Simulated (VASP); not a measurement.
# AgCl in VASP: notebook

Aim: see how the results for AgCl move with the level of theory and the settings. Levels: PBE, r2SCAN. Tasks: single point.

Program: VASP 6.6.1. These are calculated values, not measurements. Logs are shortened: lines on timing, memory, paths and dates and some standing lists are left out, and cuts for length are marked.

## 1. The cell of the first run

Symmetry: R-3m, No. 166, trigonal system. Conventional cell: a = 4.785 Å, b = 4.785 Å, c = 5.937 Å, α = 90.00°, β = 90.00°, γ = 120.00°. Within 3.9 Å of Ag (site symmetry -3m) lie 8 Cl at 2.93 to 2.97 Å and 6 Ag at 3.40 Å. Cl (site symmetry -3m) has 8 Ag at 2.93 to 2.97 Å and 6 Cl at 3.40 Å within 3.9 Å.

## 2. Single point, PBE (epitaxial 111 strain -0.3%)

The input, INCAR:

```
PREC = Accurate
ENCUT = 520
EDIFF = 1E-7
ISMEAR = -1
SIGMA = 0.02
LREAL = F
LASPH = T
NELM = 80
ALGO = Normal
ISIF = 2
LWAVE = F
LCHARG = F
GGA = PE
NBANDS = 16
```

The input, KPOINTS:

```
regular mesh
0
Gamma
  8 8 8
```

The input, POSCAR:

```
AgCl
1.0
    3.3984424694      0.0147389856      0.0147389856
    0.0147389856      3.3984424694      0.0147389856
    0.0147389856      0.0147389856      3.3984424694
Ag Cl
1 1
Direct
    0.0000000000      0.0000000000      0.0000000000
    0.5000000000      0.5000000000      0.5000000000
```

Potentials or basis: VASP PAW PBE potentials, release 64 (Ag, Cl).

On the command line:

```sh
$ cat potpaw_PBE.64/Ag/POTCAR potpaw_PBE.64/Cl/POTCAR > POTCAR
$ mpirun -np 1 vasp_std > vasp.out
```

OUTCAR:

```text
PREC = Accurate
   ENCUT = 520
   EDIFF = 1E-7
   ISMEAR = -1
   LREAL = F
   LASPH = T
   NELM = 80
   ISIF = 2
   GGA = PE

 ion  position               nearest neighbor table
   1  0.000  0.000  0.000-   2 2.93   2 2.93   2 2.93   2 2.93   2 2.93   2 2.93   2 2.97   2 2.97

   2  0.500  0.500  0.500-   1 2.93   1 2.93   1 2.93   1 2.93   1 2.93   1 2.93   1 2.97   1 2.97

  LATTYP: Found a trigonal (rhomboedric) cell.
 ALAT       =     3.3985063915
 COS(alpha) =     0.0086924475

  Lattice vectors:

 A1 = (   3.3984424694,   0.0147389856,   0.0147389856)
 A2 = (   0.0147389856,   3.3984424694,   0.0147389856)
 A3 = (   0.0147389856,   0.0147389856,   3.3984424694)

Analysis of symmetry for initial positions (statically):
=====================================================================
 Subroutine PRICEL returns:
 Original cell was already a primitive cell.

 Routine SETGRP: Setting up the symmetry group for a
 trigonal (rhombohedral) supercell.

 Subroutine GETGRP returns: Found 12 space group operations
 (whereof 12 operations were pure point group operations)
 out of a pool of 12 trial point group operations.

The static configuration has the point symmetry D_3d.

Analysis of symmetry for dynamics (positions and initial velocities):
=====================================================================
 Subroutine PRICEL returns:
 Original cell was already a primitive cell.

 Routine SETGRP: Setting up the symmetry group for a
 trigonal (rhombohedral) supercell.

 Subroutine GETGRP returns: Found 12 space group operations
 (whereof 12 operations were pure point group operations)
 out of a pool of 12 trial point group operations.

The dynamic configuration has the point symmetry D_3d.

 Subroutine INISYM returns: Found 12 space group operations
 (whereof 12 operations are pure point group operations),
 and found     1 'primitive' translations

----------------------------------------------------------------------------------------

                                     Primitive cell

  volume of cell :      39.2478

  direct lattice vectors                    reciprocal lattice vectors
     3.398442469  0.014738986  0.014738986     0.294263465 -0.001270704 -0.001270704
     0.014738986  3.398442469  0.014738986    -0.001270704  0.294263465 -0.001270704
     0.014738986  0.014738986  3.398442469    -0.001270704 -0.001270704  0.294263465

  length of vectors
     3.398506392  3.398506392  3.398506392     0.294268953  0.294268953  0.294268953

  position of ions in fractional coordinates (direct lattice)
     0.000000000  0.000000000  0.000000000
     0.500000000  0.500000000  0.500000000

  ion indices of the primitive-cell ions
   primitive index   ion index
                 1           1
                 2           2

----------------------------------------------------------------------------------------

 KPOINTS: regular mesh

Automatic generation of k-mesh.
 Grid dimensions read from file:
 generate k-points for:    8    8    8

 Generating k-lattice:

  Cartesian coordinates                     Fractional coordinates (reciprocal lattice)
     0.036782933 -0.000158838 -0.000158838     0.125000000 -0.000000000 -0.000000000
    -0.000158838  0.036782933 -0.000158838    -0.000000000  0.125000000 -0.000000000
    -0.000158838 -0.000158838  0.036782933    -0.000000000 -0.000000000  0.125000000

  Length of vectors
     0.036783619  0.036783619  0.036783619

  Shift w.r.t. Gamma in fractional coordinates (k-lattice)
     0.000000000  0.000000000  0.000000000

 Subroutine IBZKPT returns following result:
 ===========================================

 Found     65 irreducible k-points:

 Following reciprocal coordinates:
            Coordinates               Weight
  0.000000  0.000000  0.000000      1.000000
  0.125000  0.000000  0.000000      6.000000
  0.250000  0.000000  0.000000      6.000000
  0.375000  0.000000  0.000000      6.000000
  0.500000  0.000000  0.000000      3.000000
  0.125000  0.125000  0.000000      6.000000
[... 16 lines left out ...]
  0.250000  0.125000  0.125000      6.000000
  0.375000  0.125000  0.125000      6.000000
 [... further k-points ...]
   k-points           NKPTS =     65   k-points in BZ     NKDIM =     65   number of bands    NBANDS=     16
   number of dos      NEDOS =    301   number of ions     NIONS =      2
   total plane-waves  NPLWV =  21952
   dimension x,y,z NGX =    28 NGY =   28 NGZ =   28
   dimension x,y,z NGXF=    56 NGYF=   56 NGZF=   56
   ions per type =               1   1
   NGX,Y,Z   is equivalent  to a cutoff of  13.70, 13.70, 13.70 a.u.
   NGXF,Y,Z  is equivalent  to a cutoff of  27.39, 27.39, 27.39 a.u.
 SYSTEM =  unknown system
   PREC   = accura    normal or accurate (medium, high low for compatibility)
   ISTART =      0    job   : 0-new  1-cont  2-samecut
   ICHARG =      2    charge: 1-file 2-atom 10-const
   ISPIN  =      1    spin polarized calculation?
   LNONCOLLINEAR =      F non collinear calculations
   LSORBIT =      F    spin-orbit coupling
   LASPH  =      T    aspherical Exc in radial PAW
   ENCUT  =  520.0 eV  38.22 Ry    6.18 a.u.   6.32  6.32  6.32*2*pi/ulx,y,z
   NELM   =     80;   NELMIN=  2; NELMDL= -5     # of ELM steps
   EDIFF  = 0.1E-06   stopping-criterion for ELM
   LREAL  =      F    real-space projection
   EDIFFG = 0.1E-05   stopping-criterion for IOM
   NSW    =      0    number of steps for IOM
   IBRION =     -1    ionic relax: 0-MD 1-quasi-New 2-CG
   NFREE  =      0    steps in history (QN), initial steepest desc. (CG)
   ISIF   =      2    stress and relaxation
   ISYM   =      2    0-nonsym 1-usesym 2-fastsym
   POTIM  = 0.5000    time-step for ionic-motion
   TEBEG  =    0.0;   TEEND  =   0.0 temperature during run
   PSTRESS=    0.0 pullay stress
   NELECT =      18.0000    total number of electrons
   NUPDOWN=      -1.0000    fix difference up-down
   EMIN   =  10.00;   EMAX   =-10.00  energy-range for DOS
   EFERMI =   0.00;   METHOD = LEGACY
   ISMEAR =    -1;   SIGMA  =   0.02  broadening in eV -4-tet -1-fermi 0-gaus
   EFERMI_NEDOS =   21; number of points for ismear=-14 and -15
   IALGO  =     38    algorithm
   IMIX   =      4    mixing-type and parameters
     AMIX     =   0.40;   BMIX     =  1.00
     AMIX_MAG =   1.60;   BMIX_MAG =  1.00
  volume/ion in A,a.u.               =      19.62       132.43
  Fermi-wavevector in a.u.,A,eV,Ry     =   1.262488  2.385756 21.685995  1.593876
  Thomas-Fermi vector in A             =   2.395893
   LORBIT       =      0    0 simple, 1 ext, 2 COOP (PROOUT), +10 PAW based schemes
   GGA     = PE    functional components
   LHFCALC =     F    Hartree Fock is set to
   AEXX    =    0.0000 exact exchange contribution
   IVDW    =     0    specifies the selected vdW correction
   LEPSILON=     F    determine dielectric tensor
   LRPA    =     F    only Hartree local field effects (RPA)
 non-spin polarized calculation
  energy-cutoff  :      520.00
  volume of cell :       39.25
 maximum number of plane-waves:      1070
 NGX is ok and might be reduce to    28
   NGX = 13   NGY = 13   NGZ = 13

 number of electron      18.0000001 magnetization

 Free energy of the ion-electron system (eV)
  ---------------------------------------------------
  ext. energy  EPLUGINS =         0.00000000
  ---------------------------------------------------
  free energy    TOTEN  =        -5.11779525 eV

  energy without entropy =       -5.11779524  energy(sigma->0) =       -5.11779524

 E-fermi :   4.5978     XC(G=0): -10.5520

 val. band max:        4.3065798654   @ k =   0.5000   0.0000   0.0000
 cond. band min:       4.8640385743   @ k =   0.0000   0.0000   0.0000
 fundamental gap:      0.5574587089
 Fermi energy:         4.5977610198

 k-point     1 :       0.0000    0.0000    0.0000
  band No.  band energies     occupation
      1     -10.4873      2.00000
      2       1.4336      2.00000
      3       1.4336      2.00000
      4       2.4302      2.00000
      5       2.4302      2.00000
      6       2.4437      2.00000
[... 8 lines left out ...]
     15      18.2375      0.00000
     16      20.7420      0.00000

 k-point     2 :       0.1250    0.0000    0.0000
  band No.  band energies     occupation
      1     -10.4200      2.00000
      2       1.1994      2.00000
      3       1.4560      2.00000
      4       2.0125      2.00000
      5       2.0513      2.00000
      6       2.2504      2.00000
[... 8 lines left out ...]
     15      17.7708      0.00000
     16      20.6766      0.00000

 k-point     3 :       0.2500    0.0000    0.0000
  band No.  band energies     occupation
      1     -10.2489      2.00000
      2       0.2282      2.00000
      3       1.5084      2.00000
      4       1.6120      2.00000
      5       1.6640      2.00000
      6       2.3366      2.00000
[... 8 lines left out ...]
     15      18.1767      0.00000
     16      20.5160      0.00000

 k-point     4 :       0.3750    0.0000    0.0000
  band No.  band energies     occupation
      1     -10.0634      2.00000
      2      -0.6455      2.00000
      3       1.3469      2.00000
      4       1.4130      2.00000
      5       1.5702      2.00000
      6       2.4804      2.00000
[... 8 lines left out ...]
     15      20.2889      0.00000
     16      20.3593      0.00000
[... 324 lines left out ...]
 k-point    22 :       0.1250    0.1250    0.1250
  band No.  band energies     occupation
      1     -10.2959      2.00000
      2       1.2841      2.00000
      3       1.2841      2.00000
      4       1.3042      2.00000
      5       2.0338      2.00000
      6       2.0338      2.00000
[... 8 lines left out ...]
     15      16.8605      0.00000
     16      21.4667      0.00000

 k-point    23 :       0.2500    0.1250    0.1250
  band No.  band energies     occupation
      1     -10.1389      2.00000
      2       0.4058      2.00000
      3       1.2110      2.00000
      4       1.5229      2.00000
      5       1.7766      2.00000
      6       2.2088      2.00000
[... 8 lines left out ...]
     15      17.6813      0.00000
     16      20.6997      0.00000

 k-point    24 :       0.3750    0.1250    0.1250
  band No.  band energies     occupation
      1      -9.9683      2.00000
      2      -0.3756      2.00000
      3       1.0767      2.00000
      4       1.6120      2.00000
      5       1.7157      2.00000
      6       2.3277      2.00000
[... 8 lines left out ...]
     15      18.7869      0.00000
     16      21.0376      0.00000

 [... further k-points ...]

------------------------ aborting loop because EDIFF is reached ----------------------------------------

  FORCE on cell =-STRESS in cart. coord.  units (eV):
  Direction    XX          YY          ZZ          XY          YZ          ZX
  --------------------------------------------------------------------------------------
  -------------------------------------------------------------------------------------
  Total        0.3236013      0.3236013      0.3236013      0.0237203      0.0237203      0.0237203
  in kB       13.2100821     13.2100821     13.2100821      0.9683135      0.9683135      0.9683135
  external PRESSURE =      13.2100821 kB  Pullay stress =       0.0000000 kB

 VOLUME and BASIS-vectors are now :
 -----------------------------------------------------------------------------
  energy-cutoff  :      520.00
  volume of cell :       39.25
      direct lattice vectors                 reciprocal lattice vectors
     3.398442469  0.014738986  0.014738986     0.294263465 -0.001270704 -0.001270704
     0.014738986  3.398442469  0.014738986    -0.001270704  0.294263465 -0.001270704
     0.014738986  0.014738986  3.398442469    -0.001270704 -0.001270704  0.294263465

 POSITION                                       TOTAL-FORCE (eV/Angst)
 -----------------------------------------------------------------------------------
      0.00000      0.00000      0.00000        -0.000000     -0.000000      0.000000
      1.71396      1.71396      1.71396         0.000000      0.000000      0.000000
 -----------------------------------------------------------------------------------
    total drift:                               -0.000000      0.000000      0.000000

  FREE ENERGIE OF THE ION-ELECTRON SYSTEM (eV)
  ---------------------------------------------------
  free  energy   TOTEN  =        -5.1177952466 eV

  energy  without entropy=       -5.1177952427  energy(sigma->0) =       -5.11779524
```

Run time: 23 s. Hardware: 1 thread of Intel Xeon Platinum 8488C (Sapphire Rapids), shared host; peak memory 0.18 GiB.

What came out:

- Free energy: -5.1178 eV
- Pressure: 1.3 GPa
- Band gap on the k mesh: 0.56 eV (least direct gap 2.15 eV)

Stress tensor (GPa, compression positive):
```
1.32 0.10 0.10
0.10 1.32 0.10
0.10 0.10 1.32
```

Caveat: the cell differs from its parent crystal (epitaxial 111 strain -0.3%). A k mesh can miss the band edges.

## 3. Single point, r2SCAN (strain +5.4%)

The input, POSCAR:

```
AgCl
1.0
    3.5775915610      0.0000000000      0.0000000000
    0.0000000000      3.5775915610      0.0000000000
    0.0000000000      0.0000000000      3.5775915610
Ag Cl
1 1
Direct
    0.0000000000      0.0000000000      0.0000000000
    0.5000000000      0.5000000000      0.5000000000
```

The input, INCAR.step1:

```
SYSTEM = AgCl
ALGO     = Normal         ! electronic algorithm
EDIFF    = 1E-4           ! SCF threshold, eV
ENCUT    = 520            ! plane-wave cutoff, eV
GGA      = PE             ! functional
ISMEAR   = 0              ! smearing method
LASPH    = .True.         ! aspherical terms in the spheres
LCHARG   = .False.        ! write CHGCAR
LREAL    = .False.        ! projectors in reciprocal space
LWAVE    = .True.         ! write WAVECAR
NBANDS   = 16             ! bands
NELM     = 80             ! most SCF steps
PREC     = Accurate       ! precision mode
SIGMA    = 0.01           ! smearing width, eV
```

The input, INCAR.step2:

```
SYSTEM = AgCl
ALGO     = Normal         ! electronic algorithm
EDIFF    = 1E-7           ! SCF threshold, eV
ENCUT    = 520            ! plane-wave cutoff, eV
ISIF     = 2              ! what is computed and relaxed
ISMEAR   = 0              ! smearing method
ISTART   = 1            
LASPH    = .True.         ! aspherical terms in the spheres
LCHARG   = .False.        ! write CHGCAR
LMIXTAU  = .True.       
LREAL    = .False.        ! projectors in reciprocal space
LWAVE    = .False.        ! write WAVECAR
METAGGA  = R2SCAN         ! meta-GGA
NBANDS   = 16             ! bands
NELM     = 80             ! most SCF steps
PREC     = Accurate       ! precision mode
SIGMA    = 0.01           ! smearing width, eV
```

The input, KPOINTS:

```
k-points
0
Gamma
  8 8 8
  0 0 0
```

Potentials or basis: VASP PAW PBE potentials, release 64 (Ag, Cl).

On the command line:

```sh
$ cat potpaw_PBE.64/Ag/POTCAR potpaw_PBE.64/Cl/POTCAR > POTCAR
$ cp INCAR.step1 INCAR
$ mpirun -np 1 vasp_std > vasp.out
$ cp INCAR.step2 INCAR
$ mpirun -np 1 vasp_std > vasp.out
```

Run time: 52 s. Hardware: 1 thread of Intel Xeon Platinum 8488C (Sapphire Rapids), shared host; peak memory 0.17 GiB.

It converged, with:

```
Free energy            : -28.2547 eV
Pressure               : -6.0 GPa
Band gap on the k mesh : 1.13 eV (least direct gap 2.31 eV)
```

Levels at points of the mesh, in eV from the valence-band top:
```tsv
k point	band 6	band 7	band 8	band 9	band 10	band 11	band 12	band 13
(0.00, 0.00, 0.00)	-1.57	-1.18	-1.18	-1.18	1.13	10.10	10.10	13.68
(0.50, 0.00, 0.00)	-1.53	-1.28	0.00	0.00	5.51	5.53	10.40	10.66
(0.50, 0.50, 0.00)	-1.77	-1.77	-1.35	-0.67	3.36	9.18	9.18	11.12
(0.50, 0.50, 0.50)	-1.34	-0.19	-0.19	-0.19	5.70	5.70	5.70	6.82
```

Caveat: the cell differs from its parent crystal (strain +5.4%); the cell stands under tension; the PAW data sets were made with another functional, which shifts forces and pressure a little.

## 4. Single point, r2SCAN (strain along [111] -0.3%)

The input, POSCAR:

```
AgCl
1.0
    3.3917397088     -0.0038483331     -0.0038483331
   -0.0038483331      3.3917397088     -0.0038483331
   -0.0038483331     -0.0038483331      3.3917397088
Ag Cl
1 1
Direct
    0.0000000000      0.0000000000      0.0000000000
    0.5000000000      0.5000000000      0.5000000000
```

The input, INCAR.step1:

```
SYSTEM = AgCl
ALGO = Normal ; EDIFF = 1E-4
ENCUT = 520 ; GGA = PE
ISMEAR = 0 ; LASPH = .TRUE.
LCHARG = .FALSE. ; LREAL = .FALSE.
LWAVE = .TRUE. ; NBANDS = 16
NELM = 100 ; PREC = Accurate
SIGMA = 0.01
```

The input, INCAR.step2:

```
SYSTEM = AgCl
ALGO = Normal ; EDIFF = 1E-6
ENCUT = 520 ; ISIF = 2
ISMEAR = 0 ; ISTART = 1
LASPH = .TRUE. ; LCHARG = .FALSE.
LMIXTAU = .TRUE. ; LREAL = .FALSE.
LWAVE = .FALSE. ; METAGGA = R2SCAN
NBANDS = 16 ; NELM = 100
PREC = Accurate ; SIGMA = 0.01
```

The input, KPOINTS:

```
k-points
0
G
  8 8 8
  0 0 0
```

On the command line:

```sh
$ cat potpaw_PBE.64/Ag/POTCAR potpaw_PBE.64/Cl/POTCAR > POTCAR
$ cp INCAR.step1 INCAR
$ mpirun -np 1 vasp_std > vasp.out
$ cp INCAR.step2 INCAR
$ mpirun -np 1 vasp_std > vasp.out
```

It took 91 s on 1 thread of Intel Xeon Platinum 8488C (Sapphire Rapids), shared host; peak memory 0.19 GiB.

The run converged. Its results:

| Quantity | Value |
| --- | --- |
| Free energy | -28.4002 eV |
| Pressure | 0.1 GPa |
| Band gap on the k mesh | 1.18 eV (least direct gap 2.87 eV) |

Levels at points of the mesh, in eV from the valence-band top:
| k point | band 6 | band 7 | band 8 | band 9 | band 10 | band 11 | band 12 | band 13 |
| --- | --- | --- | --- | --- | --- | --- | --- | --- |
| (0.00, 0.00, 0.00) | -1.85 | -1.70 | -1.69 | -1.69 | 1.18 | 9.96 | 9.96 | 14.91 |
| (0.50, 0.00, 0.00) | -1.80 | -1.48 | -0.02 | 0.00 | 5.63 | 6.28 | 9.90 | 10.68 |
| (0.50, 0.50, 0.00) | -2.16 | -2.15 | -1.54 | -1.03 | 3.27 | 9.84 | 9.87 | 11.33 |
| (0.50, 0.50, 0.50) | -1.52 | -0.18 | -0.18 | -0.16 | 5.25 | 5.25 | 5.28 | 7.62 |

Caveat: the cell differs from its parent crystal (strain along [111] -0.3%); the PAW data sets were made with another functional, which shifts forces and pressure a little. A k mesh can miss the band edges.

(Part 1 of 2 ends here.)
